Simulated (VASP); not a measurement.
# LiSi16 (a cell with a defect) in VASP: notebook

Runs on LiSi16 (a cell with a defect). Level: PBE. Tasks: single point.

Everything below comes from runs of VASP 6.6.1. Logs are shortened: lines on timing, memory, paths and dates and some standing lists are left out, and cuts for length are marked.

### Step 1. The cell of the first run

The cell holds a defect, 17 atoms: a = 7.679 Å, b = 7.679 Å, c = 7.679 Å, α = 60.00°, β = 60.00°, γ = 60.00°.

### Step 2. Single point, PBE

Input file INCAR:

```
SYSTEM = LiSi16
  ALGO = Normal
  EDIFF = 1E-6
  ENCUT = 520
  GGA = PE
  ISIF = 2
  ISMEAR = 0
  LASPH = .True.
  LCHARG = .False.
  LREAL = Auto
  LWAVE = .False.
  NBANDS = 48
  NELECT = 66.0
  NELM = 80
  PREC = Accurate
  SIGMA = 0.02
```

Input file KPOINTS:

```
k-points
0
Gamma
  2 2 2
  0 0 0
```

Input file POSCAR:

```
LiSi16
1.0
    0.0000000000      5.4300000000      5.4300000000
    5.4300000000      0.0000000000      5.4300000000
    5.4300000000      5.4300000000      0.0000000000
Si Li
16 1
Direct
   -0.0010140884     -0.0019236648     -0.0041651013
    0.1309101289      0.1300152855      0.1086720074
    0.0077068140      0.0069793738      0.4780488029
    0.1214571823      0.1207490792      0.6183695212
   -0.0010233886      0.5067368324     -0.0041906077
    0.1218671271      0.6242253223      0.1292673112
   -0.0085864641      0.5027709945      0.5028234807
    0.1214567219      0.6391709024      0.6183767956
    0.5075965930     -0.0019247698     -0.0041573665
    0.6251325046      0.1210315838      0.1292050645
    0.5035033149     -0.0093609576      0.5027992634
    0.6398762431      0.1207543278      0.6183675875
    0.4944052486      0.4935636280      0.0181161142
    0.6251418048      0.6242250460      0.1292524862
    0.5034541436      0.5027887661      0.5028141805
    0.6185864641      0.6177794659      0.6455236648
    0.2670928177      0.2664248619      0.6998322284
```

Potentials or basis: VASP PAW PBE potentials, release 64 (Si, Li_sv).

Run with:

```console
> cat potpaw_PBE.64/Si/POTCAR potpaw_PBE.64/Li_sv/POTCAR > POTCAR
> mpirun -np 1 vasp_std > vasp.out
```

OUTCAR:

```text
SYSTEM = LiSi16
   EDIFF = 1E-6
   ENCUT = 520
   GGA = PE
   ISIF = 2
   ISMEAR = 0
   LASPH = .True.
   LREAL = Auto
   NELECT = 66.0
   NELM = 80
   PREC = Accurate

 ion  position               nearest neighbor table
   1  0.999  0.998  0.996-   6 2.34  10 2.34   2 2.36   4 2.37
   2  0.131  0.130  0.109-   3 2.32   9 2.36   1 2.36   5 2.36  17 2.56
   3  0.008  0.007  0.478-   8 2.31  12 2.31   4 2.31   2 2.32
   4  0.121  0.121  0.618-   3 2.31  17 2.35   1 2.37   7 2.40  11 2.40
   5  0.999  0.507  0.996-  14 2.34   6 2.34   2 2.36   8 2.37
   6  0.122  0.624  0.129-  13 2.34   7 2.34   5 2.34   1 2.34
   7  0.991  0.503  0.503-  16 2.34   6 2.34   8 2.40   4 2.40  17 2.58
   8  0.121  0.639  0.618-   3 2.31  17 2.35   5 2.37   7 2.40  15 2.40
   9  0.508  0.998  0.996-  14 2.34  10 2.34   2 2.36  12 2.37
  10  0.625  0.121  0.129-  13 2.34  11 2.34   1 2.34   9 2.34
  11  0.504  0.991  0.503-  16 2.34  10 2.34   4 2.40  12 2.40  17 2.59
  12  0.640  0.121  0.618-   3 2.31  17 2.35   9 2.37  15 2.40  11 2.40
  13  0.494  0.494  0.018-  16 2.34  10 2.34  14 2.34   6 2.34
  14  0.625  0.624  0.129-  13 2.34  15 2.34   5 2.34   9 2.34
  15  0.503  0.503  0.503-  16 2.34  14 2.34   8 2.40  12 2.40  17 2.58
  16  0.619  0.618  0.646-  13 2.34   7 2.34  15 2.34  11 2.34
  17  0.267  0.266  0.700-   8 2.35   4 2.35  12 2.35   2 2.56   7 2.58  15 2.58  11 2.59

  LATTYP: Found a face centered cubic cell.
 ALAT       =    10.8600000000

  Lattice vectors:

 A1 = (   0.0000000000,   5.4300000000,   5.4300000000)
 A2 = (   5.4300000000,   0.0000000000,   5.4300000000)
 A3 = (   5.4300000000,   5.4300000000,   0.0000000000)

Analysis of symmetry for initial positions (statically):
=====================================================================
 Subroutine PRICEL returns:
 Original cell was already a primitive cell.

 Routine SETGRP: Setting up the symmetry group for a
 face centered cubic supercell.

 Subroutine GETGRP returns: Found  1 space group operations
 (whereof  1 operations were pure point group operations)
 out of a pool of 48 trial point group operations.

The static configuration has the point symmetry C_1 .

Analysis of symmetry for dynamics (positions and initial velocities):
=====================================================================
 Subroutine PRICEL returns:
 Original cell was already a primitive cell.

 Routine SETGRP: Setting up the symmetry group for a
 face centered cubic supercell.

 Subroutine GETGRP returns: Found  1 space group operations
 (whereof  1 operations were pure point group operations)
 out of a pool of 48 trial point group operations.

The dynamic configuration has the point symmetry C_1 .

 Subroutine INISYM returns: Found  1 space group operations
 (whereof  1 operations are pure point group operations),
 and found     1 'primitive' translations

----------------------------------------------------------------------------------------

                                     Primitive cell

  volume of cell :     320.2060

  direct lattice vectors                    reciprocal lattice vectors
     0.000000000  5.430000000  5.430000000    -0.092081031  0.092081031  0.092081031
     5.430000000  0.000000000  5.430000000     0.092081031 -0.092081031  0.092081031
     5.430000000  5.430000000  0.000000000     0.092081031  0.092081031 -0.092081031

  length of vectors
     7.679179644  7.679179644  7.679179644     0.159489025  0.159489025  0.159489025

  position of ions in fractional coordinates (direct lattice)
     0.998985912  0.998076335  0.995834899
     0.130910129  0.130015286  0.108672007
     0.007706814  0.006979374  0.478048803
     0.121457182  0.120749079  0.618369521
     0.998976611  0.506736832  0.995809392
     0.121867127  0.624225322  0.129267311
[... 9 lines left out ...]
     0.618586464  0.617779466  0.645523665
     0.267092818  0.266424862  0.699832228

  ion indices of the primitive-cell ions
   primitive index   ion index
                 1           1
                 2           2
                 3           3
                 4           4
                 5           5
                 6           6
[... 9 lines left out ...]
                16          16
                17          17

----------------------------------------------------------------------------------------

 KPOINTS: k-points

Automatic generation of k-mesh.
 Grid dimensions read from file:
 generate k-points for:    2    2    2

 Generating k-lattice:

  Cartesian coordinates                     Fractional coordinates (reciprocal lattice)
    -0.046040516  0.046040516  0.046040516     0.500000000  0.000000000  0.000000000
     0.046040516 -0.046040516  0.046040516     0.000000000  0.500000000  0.000000000
     0.046040516  0.046040516 -0.046040516     0.000000000  0.000000000  0.500000000

  Length of vectors
     0.079744512  0.079744512  0.079744512

  Shift w.r.t. Gamma in fractional coordinates (k-lattice)
     0.000000000  0.000000000  0.000000000

 Subroutine IBZKPT returns following result:
 ===========================================

 Found      8 irreducible k-points:

 Following reciprocal coordinates:
            Coordinates               Weight
  0.000000  0.000000  0.000000      1.000000
  0.500000  0.000000  0.000000      1.000000
  0.000000  0.500000  0.000000      1.000000
  0.000000  0.000000  0.500000      1.000000
  0.500000  0.500000  0.500000      1.000000
  0.500000  0.500000  0.000000      1.000000
  0.000000  0.500000  0.500000      1.000000
  0.500000  0.000000  0.500000      1.000000
   k-points           NKPTS =      8   k-points in BZ     NKDIM =      8   number of bands    NBANDS=     48
   number of dos      NEDOS =    301   number of ions     NIONS =     17
   total plane-waves  NPLWV = 216000
   dimension x,y,z NGX =    60 NGY =   60 NGZ =   60
   dimension x,y,z NGXF=   120 NGYF=  120 NGZF=  120
   ions per type =              16   1
   NGX,Y,Z   is equivalent  to a cutoff of  12.99, 12.99, 12.99 a.u.
   NGXF,Y,Z  is equivalent  to a cutoff of  25.98, 25.98, 25.98 a.u.
 SYSTEM =  LiSi16
   PREC   = accura    normal or accurate (medium, high low for compatibility)
   ISTART =      0    job   : 0-new  1-cont  2-samecut
   ICHARG =      2    charge: 1-file 2-atom 10-const
   ISPIN  =      1    spin polarized calculation?
   LNONCOLLINEAR =      F non collinear calculations
   LSORBIT =      F    spin-orbit coupling
   LASPH  =      T    aspherical Exc in radial PAW
   ENCUT  =  520.0 eV  38.22 Ry    6.18 a.u.  14.28 14.28 14.28*2*pi/ulx,y,z
   NELM   =     80;   NELMIN=  2; NELMDL= -5     # of ELM steps
   EDIFF  = 0.1E-05   stopping-criterion for ELM
   LREAL  =      T    real-space projection
   EDIFFG = 0.1E-04   stopping-criterion for IOM
   NSW    =      0    number of steps for IOM
   IBRION =     -1    ionic relax: 0-MD 1-quasi-New 2-CG
   NFREE  =      0    steps in history (QN), initial steepest desc. (CG)
   ISIF   =      2    stress and relaxation
   ISYM   =      2    0-nonsym 1-usesym 2-fastsym
   POTIM  = 0.5000    time-step for ionic-motion
   TEBEG  =    0.0;   TEEND  =   0.0 temperature during run
   PSTRESS=    0.0 pullay stress
   NELECT =      66.0000    total number of electrons
   NUPDOWN=      -1.0000    fix difference up-down
   EMIN   =  10.00;   EMAX   =-10.00  energy-range for DOS
   EFERMI =   0.00;   METHOD = LEGACY
   ISMEAR =     0;   SIGMA  =   0.02  broadening in eV -4-tet -1-fermi 0-gaus
   EFERMI_NEDOS =   21; number of points for ismear=-14 and -15
   IALGO  =     38    algorithm
   IMIX   =      4    mixing-type and parameters
     AMIX     =   0.40;   BMIX     =  1.00
     AMIX_MAG =   1.60;   BMIX_MAG =  1.00
  volume/ion in A,a.u.               =      18.84       127.11
  Fermi-wavevector in a.u.,A,eV,Ry     =   0.967044  1.827449 12.723821  0.935174
  Thomas-Fermi vector in A             =   2.096897
   LORBIT       =      0    0 simple, 1 ext, 2 COOP (PROOUT), +10 PAW based schemes
   GGA     = PE    functional components
   LHFCALC =     F    Hartree Fock is set to
   AEXX    =    0.0000 exact exchange contribution
   IVDW    =     0    specifies the selected vdW correction
   LEPSILON=     F    determine dielectric tensor
   LRPA    =     F    only Hartree local field effects (RPA)
 non-spin polarized calculation
 Gauss-broadening in eV      SIGMA  =   0.02
  energy-cutoff  :      520.00
  volume of cell :      320.21
 maximum number of plane-waves:      8646
 NGX is ok and might be reduce to    60
   NGX = 29   NGY = 29   NGZ = 29

 number of electron      65.9999996 magnetization

 Free energy of the ion-electron system (eV)
  ---------------------------------------------------
  ext. energy  EPLUGINS =         0.00000000
  ---------------------------------------------------
  free energy    TOTEN  =       -93.40613982 eV

  energy without entropy =      -93.40613982  energy(sigma->0) =      -93.40613982

 E-fermi :   6.1999     XC(G=0):  -9.4434

 val. band max:        6.0500081276   @ k =   0.0000   0.0000   0.0000
 cond. band min:       6.6197407529   @ k =   0.0000   0.0000   0.0000
 fundamental gap:      0.5697326252
 Fermi energy:         6.1998914240

 k-point     1 :       0.0000    0.0000    0.0000
  band No.  band energies     occupation
      1     -40.3360      2.00000
      2      -5.9194      2.00000
      3      -3.6702      2.00000
      4      -3.6103      2.00000
      5      -3.6101      2.00000
      6      -3.5922      2.00000
[... 37 lines left out ...]
     44       8.3112      0.00000
     45       8.3116      0.00000

 k-point     2 :       0.5000    0.0000    0.0000
  band No.  band energies     occupation
      1     -40.3360      2.00000
      2      -5.1893      2.00000
      3      -5.0701      2.00000
      4      -3.3528      2.00000
      5      -3.3225      2.00000
      6      -3.2676      2.00000
[... 37 lines left out ...]
     44       9.6048      0.00000
     45       9.6511      0.00000

 k-point     3 :       0.0000    0.5000    0.0000
  band No.  band energies     occupation
      1     -40.3360      2.00000
      2      -5.1885      2.00000
      3      -5.0711      2.00000
      4      -3.3532      2.00000
      5      -3.3220      2.00000
      6      -3.2672      2.00000
[... 37 lines left out ...]
     44       9.6040      0.00000
     45       9.6505      0.00000

 k-point     4 :       0.0000    0.0000    0.5000
  band No.  band energies     occupation
      1     -40.3360      2.00000
      2      -5.1834      2.00000
      3      -5.0660      2.00000
      4      -3.3464      2.00000
      5      -3.3116      2.00000
      6      -3.3107      2.00000
[... 37 lines left out ...]
     44       9.6360      0.00000
     45       9.6363      0.00000

 k-point     5 :       0.5000    0.5000    0.5000
  band No.  band energies     occupation
      1     -40.3360      2.00000
      2      -5.1893      2.00000
      3      -5.0703      2.00000
      4      -3.3529      2.00000
      5      -3.3224      2.00000
      6      -3.2675      2.00000
[... 37 lines left out ...]
     44       9.6046      0.00000
     45       9.6511      0.00000

 k-point     6 :       0.5000    0.5000    0.0000
  band No.  band energies     occupation
      1     -40.3360      2.00000
      2      -4.9005      2.00000
      3      -4.8107      2.00000
      4      -3.9266      2.00000
      5      -3.8941      2.00000
      6      -3.8938      2.00000
[... 37 lines left out ...]
     44      10.3022      0.00000
     45      10.3427      0.00000

 k-point     7 :       0.0000    0.5000    0.5000
  band No.  band energies     occupation
      1     -40.3360      2.00000
      2      -4.9004      2.00000
      3      -4.8108      2.00000
      4      -3.9266      2.00000
      5      -3.8941      2.00000
      6      -3.8938      2.00000
[... 37 lines left out ...]
     44      10.3025      0.00000
     45      10.3428      0.00000

 k-point     8 :       0.5000    0.0000    0.5000
  band No.  band energies     occupation
      1     -40.3360      2.00000
      2      -4.9005      2.00000
      3      -4.8106      2.00000
      4      -3.9266      2.00000
      5      -3.8941      2.00000
      6      -3.8938      2.00000
[... 37 lines left out ...]
     44      10.3022      0.00000
     45      10.3427      0.00000
 [bands above 45 left out]

------------------------ aborting loop because EDIFF is reached ----------------------------------------

  FORCE on cell =-STRESS in cart. coord.  units (eV):
  Direction    XX          YY          ZZ          XY          YZ          ZX
  --------------------------------------------------------------------------------------
  -------------------------------------------------------------------------------------
  Total       -1.1945226     -1.1918800     -1.1897692     -0.2934065      0.2949158      0.2932370
  in kB       -5.9768929     -5.9636704     -5.9531086     -1.4680838      1.4756355      1.4672356
  external PRESSURE =      -5.9645573 kB  Pullay stress =       0.0000000 kB

 VOLUME and BASIS-vectors are now :
 -----------------------------------------------------------------------------
  energy-cutoff  :      520.00
  volume of cell :      320.21
      direct lattice vectors                 reciprocal lattice vectors
     0.000000000  5.430000000  5.430000000    -0.092081031  0.092081031  0.092081031
     5.430000000  0.000000000  5.430000000     0.092081031 -0.092081031  0.092081031
     5.430000000  5.430000000  0.000000000     0.092081031  0.092081031 -0.092081031

 POSITION                                       TOTAL-FORCE (eV/Angst)
 -----------------------------------------------------------------------------------
     10.82694     10.83188     10.84405        -0.013783     -0.014688      0.009496
      1.29607      1.30093      1.41683         0.026543      0.026486     -0.026578
      2.63370      2.63765      0.07975         0.016287      0.013998     -0.013223
      4.01341      4.01726      1.31518        -0.017561     -0.014047      0.034039
      8.15883     10.83169      8.17602        -0.008995     -0.012156      0.011959
      4.09146      1.36366      4.05128        -0.029545     -0.009486      0.032326
[... 9 lines left out ...]
      6.85974      6.86412      6.71347        -0.049420     -0.053447      0.052579
      5.24678      5.25040      2.89700         0.297977      0.300499     -0.299941
 -----------------------------------------------------------------------------------
    total drift:                                0.002307      0.002113     -0.002044

  FREE ENERGIE OF THE ION-ELECTRON SYSTEM (eV)
  ---------------------------------------------------
  free  energy   TOTEN  =       -93.4061398246 eV

  energy  without entropy=      -93.4061398246  energy(sigma->0) =      -93.40613982
```

Wall time 2.4 min (1 thread of Intel Xeon 6975P-C (Granite Rapids), shared host); peak memory 0.47 GiB.

What came out:

| Item | Value |
| --- | --- |
| Free energy | -93.4061 eV |
| Largest force | 0.519 eV/Å |

Forces in eV/Å, atoms in the order of the input:
```
Si  -0.014 -0.015  0.009
Si   0.027  0.026 -0.027
Si   0.016  0.014 -0.013
Si  -0.018 -0.014  0.034
Si  -0.009 -0.012  0.012
Si  -0.030 -0.009  0.032
Si  -0.038  0.005  0.034
Si  -0.034 -0.016  0.016
Si  -0.014 -0.009  0.016
Si  -0.009 -0.029  0.028
Si   0.007 -0.037  0.039
Si  -0.016 -0.034  0.013
Si  -0.049 -0.049  0.048
Si  -0.029 -0.032  0.010
Si  -0.040 -0.034 -0.006
Si  -0.049 -0.053  0.053
Li   0.298  0.300 -0.300
```

Levels at points of the mesh, in eV from the Fermi level:
```tsv
k point	band 31	band 32	band 33	band 34	band 35	band 36
(0.00, 0.00, 0.00)	-0.19	-0.15	-0.15	0.42	0.49	0.49
(0.50, 0.00, 0.00)	-0.97	-0.90	-0.88	1.01	1.22	1.29
(0.00, 0.50, 0.00)	-0.97	-0.90	-0.88	1.01	1.22	1.29
(0.00, 0.00, 0.50)	-0.96	-0.88	-0.88	1.09	1.15	1.15
(0.50, 0.50, 0.50)	-0.97	-0.90	-0.88	1.01	1.22	1.29
(0.50, 0.50, 0.00)	-1.53	-1.46	-1.42	0.90	0.98	2.02
(0.00, 0.50, 0.50)	-1.53	-1.46	-1.42	0.90	0.98	2.02
(0.50, 0.00, 0.50)	-1.53	-1.46	-1.42	0.90	0.98	2.02
```

Caveat: the k points lie up to 0.50 Å⁻¹ apart; the cell carries a net charge on a neutralising background, which shifts energy and pressure; the cell is charged against a uniform background, so pressure and absolute levels hang on convention; the cutoff is under 1.25 times the usual one of these potentials, so pressure, stress and relaxed cells hold a basis-set (Pulay) error.

(Part 1 of 3 ends here.)
